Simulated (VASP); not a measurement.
# Pd (Im-3m) in VASP: notebook

Pd is run at these levels: LDA; tasks: single point.

Program: VASP 6.6.1. These are calculated values, not measurements. Logs are shortened: lines on timing, memory, paths and dates and some standing lists are left out, and cuts for length are marked.

### Step 1. The cell of the first run

It takes space group Im-3m (No. 229, cubic). The conventional cell has a = 3.058 Å, b = 3.058 Å, c = 3.058 Å, α = 90.00°, β = 90.00°, γ = 90.00°. Within 3.5 Å of Pd (site symmetry m-3m) lie 14 Pd at 2.65 to 3.06 Å.

### Step 2. Single point, LDA

Input file INCAR:

```
SYSTEM = Pd
PREC = Accurate
ENCUT = 500
EDIFF = 1E-6
ISMEAR = -1
SIGMA = 0.1
LREAL = .FALSE.
LASPH = .TRUE.
NELM = 120
ALGO = Normal
ISIF = 2
LWAVE = .FALSE.
LCHARG = .TRUE.
GGA = CA
LELF = .TRUE.
LVHAR = .TRUE.
NBANDS = 11
GGA_COMPAT = .FALSE.
```

Input file KPOINTS:

```
Automatic mesh
0
G
  8 8 8
  0 0 0
```

Input file POSCAR:

```
Pd
1.0
    1.5291663207      1.5291663207      1.5291663207
   -1.5291663207      1.5291663207      1.5291663207
   -1.5291663207     -1.5291663207      1.5291663207
Pd
1
Direct
    0.0000000000      0.0000000000      0.0000000000
```

Potentials or basis: VASP PAW LDA potentials, release 64 (Pd).

The run is started by

```
> cat potpaw_LDA.64/Pd/POTCAR > POTCAR
> mpirun -np 1 vasp_std > vasp.out
```

OUTCAR:

```text
SYSTEM = Pd
   PREC = Accurate
   ENCUT = 500
   EDIFF = 1E-6
   ISMEAR = -1
   LREAL = .FALSE.
   LASPH = .TRUE.
   NELM = 120
   ISIF = 2
   GGA = CA

 ion  position               nearest neighbor table
   1  0.000  0.000  0.000-

  LATTYP: Found a body centered cubic cell.
 ALAT       =     3.0583326414

  Lattice vectors:

 A1 = (   1.5291663207,  -1.5291663207,  -1.5291663207)
 A2 = (   1.5291663207,   1.5291663207,   1.5291663207)
 A3 = (  -1.5291663207,  -1.5291663207,   1.5291663207)

Analysis of symmetry for initial positions (statically):
=====================================================================
 Subroutine PRICEL returns:
 Original cell was already a primitive cell.

 Routine SETGRP: Setting up the symmetry group for a
 body centered cubic supercell.

 Subroutine GETGRP returns: Found 48 space group operations
 (whereof 48 operations were pure point group operations)
 out of a pool of 48 trial point group operations.

The static configuration has the point symmetry O_h .

Analysis of symmetry for dynamics (positions and initial velocities):
=====================================================================
 Subroutine PRICEL returns:
 Original cell was already a primitive cell.

 Routine SETGRP: Setting up the symmetry group for a
 body centered cubic supercell.

 Subroutine GETGRP returns: Found 48 space group operations
 (whereof 48 operations were pure point group operations)
 out of a pool of 48 trial point group operations.

The dynamic configuration has the point symmetry O_h .

 Subroutine INISYM returns: Found 48 space group operations
 (whereof 48 operations are pure point group operations),
 and found     1 'primitive' translations

----------------------------------------------------------------------------------------

                                     Primitive cell

  volume of cell :      14.3029

  direct lattice vectors                    reciprocal lattice vectors
     1.529166321  1.529166321  1.529166321     0.326975551  0.000000000  0.326975551
    -1.529166321  1.529166321  1.529166321    -0.326975551  0.326975551  0.000000000
    -1.529166321 -1.529166321  1.529166321     0.000000000 -0.326975551  0.326975551

  length of vectors
     2.648593761  2.648593761  2.648593761     0.462413259  0.462413259  0.462413259

  position of ions in fractional coordinates (direct lattice)
     0.000000000  0.000000000  0.000000000

  ion indices of the primitive-cell ions
   primitive index   ion index
                 1           1

----------------------------------------------------------------------------------------

 KPOINTS: Automatic mesh

Automatic generation of k-mesh.
 Grid dimensions read from file:
 generate k-points for:    8    8    8

 Generating k-lattice:

  Cartesian coordinates                     Fractional coordinates (reciprocal lattice)
     0.040871944  0.000000000  0.040871944     0.125000000  0.000000000  0.000000000
    -0.040871944  0.040871944  0.000000000     0.000000000  0.125000000  0.000000000
     0.000000000 -0.040871944  0.040871944     0.000000000  0.000000000  0.125000000

  Length of vectors
     0.057801657  0.057801657  0.057801657

  Shift w.r.t. Gamma in fractional coordinates (k-lattice)
     0.000000000  0.000000000  0.000000000

 Subroutine IBZKPT returns following result:
 ===========================================

 Found     29 irreducible k-points:

 Following reciprocal coordinates:
            Coordinates               Weight
  0.000000  0.000000  0.000000      1.000000
  0.125000  0.000000  0.000000     12.000000
  0.250000  0.000000  0.000000     12.000000
  0.375000  0.000000  0.000000     12.000000
  0.500000  0.000000  0.000000      6.000000
  0.250000  0.125000  0.000000     24.000000
[... 16 lines left out ...]
  0.375000  0.250000  0.250000     24.000000
  0.500000  0.250000  0.250000     12.000000
 [... further k-points ...]
   k-points           NKPTS =     29   k-points in BZ     NKDIM =     29   number of bands    NBANDS=     11
   number of dos      NEDOS =    301   number of ions     NIONS =      1
   total plane-waves  NPLWV =   8000
   dimension x,y,z NGX =    20 NGY =   20 NGZ =   20
   dimension x,y,z NGXF=    40 NGYF=   40 NGZF=   40
   ions per type =               1
   NGX,Y,Z   is equivalent  to a cutoff of  12.55, 12.55, 12.55 a.u.
   NGXF,Y,Z  is equivalent  to a cutoff of  25.11, 25.11, 25.11 a.u.
 SYSTEM =  Pd
   PREC   = accura    normal or accurate (medium, high low for compatibility)
   ISTART =      0    job   : 0-new  1-cont  2-samecut
   ICHARG =      2    charge: 1-file 2-atom 10-const
   ISPIN  =      1    spin polarized calculation?
   LNONCOLLINEAR =      F non collinear calculations
   LSORBIT =      F    spin-orbit coupling
   LASPH  =      T    aspherical Exc in radial PAW
   ENCUT  =  500.0 eV  36.75 Ry    6.06 a.u.   4.83  4.83  4.83*2*pi/ulx,y,z
   NELM   =    120;   NELMIN=  2; NELMDL= -5     # of ELM steps
   EDIFF  = 0.1E-05   stopping-criterion for ELM
   LREAL  =      F    real-space projection
   EDIFFG = 0.1E-04   stopping-criterion for IOM
   NSW    =      0    number of steps for IOM
   IBRION =     -1    ionic relax: 0-MD 1-quasi-New 2-CG
   NFREE  =      0    steps in history (QN), initial steepest desc. (CG)
   ISIF   =      2    stress and relaxation
   ISYM   =      2    0-nonsym 1-usesym 2-fastsym
   POTIM  = 0.5000    time-step for ionic-motion
   TEBEG  =    0.0;   TEEND  =   0.0 temperature during run
   PSTRESS=    0.0 pullay stress
   NELECT =      10.0000    total number of electrons
   NUPDOWN=      -1.0000    fix difference up-down
   EMIN   =  10.00;   EMAX   =-10.00  energy-range for DOS
   EFERMI =   0.00;   METHOD = LEGACY
   ISMEAR =    -1;   SIGMA  =   0.10  broadening in eV -4-tet -1-fermi 0-gaus
   EFERMI_NEDOS =   21; number of points for ismear=-14 and -15
   IALGO  =     38    algorithm
   IMIX   =      4    mixing-type and parameters
     AMIX     =   0.40;   BMIX     =  1.00
     AMIX_MAG =   1.60;   BMIX_MAG =  1.00
  volume/ion in A,a.u.               =      14.30        96.52
  Fermi-wavevector in a.u.,A,eV,Ry     =   1.453004  2.745779 28.724896  2.111220
  Thomas-Fermi vector in A             =   2.570321
   LORBIT       =      0    0 simple, 1 ext, 2 COOP (PROOUT), +10 PAW based schemes
   GGA     = CA    functional components
   LHFCALC =     F    Hartree Fock is set to
   AEXX    =    0.0000 exact exchange contribution
   IVDW    =     0    specifies the selected vdW correction
   LEPSILON=     F    determine dielectric tensor
   LRPA    =     F    only Hartree local field effects (RPA)
 non-spin polarized calculation
  energy-cutoff  :      500.00
  volume of cell :       14.30
 maximum number of plane-waves:       378
   NGX =  9   NGY =  9   NGZ =  9

 number of electron      10.0000000 magnetization

 number of electron       9.9999995 magnetization

 Free energy of the ion-electron system (eV)
  ---------------------------------------------------
  ext. energy  EPLUGINS =         0.00000000
  ---------------------------------------------------
  free energy    TOTEN  =        -6.43478273 eV

  energy without entropy =       -6.39123216  energy(sigma->0) =       -6.41300745

 E-fermi :  10.1055     XC(G=0): -13.7021

 val. band max:       10.0886377881   @ k =   0.5000   0.2500   0.1250
 cond. band min:      10.1283288110   @ k =   0.5000   0.3750   0.2500
 fundamental gap:      0.0396910229
 Fermi energy:        10.1055439534

 k-point     1 :       0.0000    0.0000    0.0000
  band No.  band energies     occupation
      1       2.6556      2.00000
      2       6.9846      2.00000
      3       6.9846      2.00000
      4       6.9846      2.00000
      5       9.1279      1.99989
      6       9.1279      1.99989
      7      29.4967      0.00000
      8      29.4967      0.00000
      9      29.4967      0.00000
     10      35.9405      0.00000
     11      38.5166      0.00000

 k-point     2 :       0.1250    0.0000    0.0000
  band No.  band energies     occupation
      1       3.2515      2.00000
      2       6.7772      2.00000
      3       6.9878      2.00000
      4       7.4299      2.00000
      5       8.9129      1.99999
      6       9.1455      1.99986
      7      29.0897      0.00000
      8      29.4846      0.00000
      9      30.2601      0.00000
     10      35.5909      0.00000
     11      35.7667      0.00000

 k-point     3 :       0.2500    0.0000    0.0000
  band No.  band energies     occupation
      1       4.4829      2.00000
      2       6.3080      2.00000
      3       7.2775      2.00000
      4       8.6265      2.00000
      5       8.7739      2.00000
      6       9.2159      1.99973
      7      25.8893      0.00000
      8      28.0159      0.00000
      9      32.1734      0.00000
     10      33.3070      0.00000
     11      35.0583      0.00000

 k-point     4 :       0.3750    0.0000    0.0000
  band No.  band energies     occupation
      1       4.6687      2.00000
      2       5.8766      2.00000
      3       8.8772      1.99999
      4       9.3288      1.99915
      5       9.4603      1.99685
      6      10.0729      1.16170
      7      21.1141      0.00000
      8      26.0499      0.00000
      9      29.6368      0.00000
     10      34.1897      0.00000
     11      35.4758      0.00000
[... 239 lines left out ...]
 k-point    22 :       0.2500    0.2500    0.2500
  band No.  band energies     occupation
      1       5.7960      2.00000
      2       6.6332      2.00000
      3       7.6574      2.00000
      4       7.6574      2.00000
      5       8.5400      2.00000
      6      10.8345      0.00136
      7      27.2907      0.00000
      8      27.4139      0.00000
      9      27.4139      0.00000
     10      28.0329      0.00000
     11      35.9432      0.00000

 k-point    23 :       0.3750    0.2500    0.2500
  band No.  band energies     occupation
      1       5.6546      2.00000
      2       6.0762      2.00000
      3       7.6630      2.00000
      4       8.2921      2.00000
      5       9.7970      1.91258
      6      13.0927      0.00000
      7      22.3119      0.00000
      8      24.7924      0.00000
      9      27.2573      0.00000
     10      29.7089      0.00000
     11      35.8747      0.00000

 k-point    24 :       0.5000    0.2500    0.2500
  band No.  band energies     occupation
      1       5.3245      2.00000
      2       6.0770      2.00000
      3       7.5676      2.00000
      4       8.4502      2.00000
      5      10.5743      0.01826
      6      16.0955      0.00000
      7      18.3869      0.00000
      8      23.5864      0.00000
      9      27.1416      0.00000
     10      31.3325      0.00000
     11      35.4899      0.00000

 [... further k-points ...]
[... 5 lines left out ...]
  --------------------------------------------------------------------------------------
  -------------------------------------------------------------------------------------
  Total        0.0245620      0.0245620      0.0245620     -0.0000000     -0.0000000     -0.0000000
  in kB        2.7513738      2.7513738      2.7513738     -0.0000000     -0.0000000     -0.0000000
  external PRESSURE =       2.7513738 kB  Pullay stress =       0.0000000 kB

 VOLUME and BASIS-vectors are now :
 -----------------------------------------------------------------------------
  energy-cutoff  :      500.00
  volume of cell :       14.30
      direct lattice vectors                 reciprocal lattice vectors
     1.529166321  1.529166321  1.529166321     0.326975551  0.000000000  0.326975551
    -1.529166321  1.529166321  1.529166321    -0.326975551  0.326975551  0.000000000
    -1.529166321 -1.529166321  1.529166321     0.000000000 -0.326975551  0.326975551

 POSITION                                       TOTAL-FORCE (eV/Angst)
 -----------------------------------------------------------------------------------
      0.00000      0.00000      0.00000         0.000000      0.000000      0.000000
 -----------------------------------------------------------------------------------
    total drift:                               -0.000000      0.000000      0.000000

  FREE ENERGIE OF THE ION-ELECTRON SYSTEM (eV)
  ---------------------------------------------------
  free  energy   TOTEN  =        -6.4347827328 eV

  energy  without entropy=       -6.3912321620  energy(sigma->0) =       -6.41300745
```

Run time: 4.4 s. Hardware: 1 thread of Intel Xeon Platinum 8259CL at 2.50GHz (Skylake/Cascade Lake), shared host; peak memory 0.12 GiB.

Results:

| Property | Result |
| --- | --- |
| Free energy | -6.4348 eV |
| Pressure | 0.3 GPa |
| Band gap on the k mesh | zero (band 5 reaches 10.79 eV, above the bottom of band 6 at 9.13 eV) |

Caveat: the k points lie up to 0.36 Å⁻¹ apart.

### Step 3. Single point, LDA

Input file INCAR:

```
PREC     = Accurate       # precision mode
ENCUT    = 500            # plane-wave cutoff, eV
EDIFF    = 1E-6           # SCF threshold, eV
ISMEAR   = -1             # smearing method
SIGMA    = 0.1            # smearing width, eV
LREAL    = F              # projectors in reciprocal space
LASPH    = T              # aspherical terms in the spheres
NELM     = 120            # most SCF steps
ALGO     = Normal         # electronic algorithm
ISIF     = 2              # what is computed and relaxed
LWAVE    = F              # write WAVECAR
LCHARG   = F              # write CHGCAR
GGA      = CA             # functional
NBANDS   = 11             # bands
GGA_COMPAT= F
```

Input file KPOINTS:

```
Automatic mesh
0
Gamma
  8 8 8
```

POSCAR is that of step 2.

Potentials or basis: VASP PAW LDA potentials, release 64 (Pd).

The run is started by

```
> cat potpaw_LDA.64/Pd/POTCAR > POTCAR
> mpirun -np 1 vasp_std > vasp.out
```

It took 4.4 s on 1 thread of Intel Xeon Platinum 8259CL at 2.50GHz (Skylake/Cascade Lake), shared host; peak memory 0.11 GiB.

It converged, with:

- Free energy: -6.4348 eV
- Pressure: 0.3 GPa
- Band gap on the k mesh: zero (band 5 reaches 10.79 eV, above the bottom of band 6 at 9.13 eV)

Levels at points of the mesh, in eV from the Fermi level:
```csv
k point,band 2,band 3,band 4,band 5,band 6,band 7,band 8,band 9
"(0.00, 0.00, 0.00)",-3.12,-3.12,-3.12,-0.98,-0.98,19.39,19.39,19.39
"(0.50, 0.00, 0.00)",-4.40,-1.06,-0.72,0.68,1.29,8.19,15.17,18.04
"(0.50, 0.50, 0.50)",-5.53,0.26,0.26,0.26,9.26,9.26,9.26,18.18
```

Caveat: the k points lie up to 0.36 Å⁻¹ apart.
